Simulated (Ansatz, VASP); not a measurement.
## Ir: VASP beside Ansatz

```
Ir
1.0
     0.00000    1.93796    1.93796
     1.93796    0.00000    1.93796
     1.93796    1.93796    0.00000
Ir
1
Cartesian
  0.0000 0.0000 0.0000
```

Alike in both runs: functional PBE; k mesh 8 × 8 × 8; occupations gaussian, width 0.1 eV; no spin polarisation.

Ansatz relaxed the structure, and its values are those at the end. VASP's run is a single point on that final structure, the one shown.

|  | VASP | Ansatz |
| --- | --- | --- |
| version | VASP 6.6.1 | Ansatz 0.2.0 |
| potentials or method | VASP PAW PBE potentials, release 64 (Ir), cutoff 500 eV | scalar-relativistic, plane waves, PAW |
| valence electrons in the cell | 9 | 17 |

Ansatz gave:

| Item | Value |
| --- | --- |
| gap on the k mesh at the Fermi level (eV) | none |
| pressure (GPa) | -0.1 |

Question: Which values does VASP return?

Answer: gap on the k mesh at the Fermi level (eV): none; pressure (GPa): 0.4.

A gap of «none» marks a metal or a gap that the smearing closes. VASP's potentials hold 9 valence electrons a cell and Ansatz's 17, so a difference there can come from the potentials and not from the codes.

Spin-orbit coupling is off throughout.
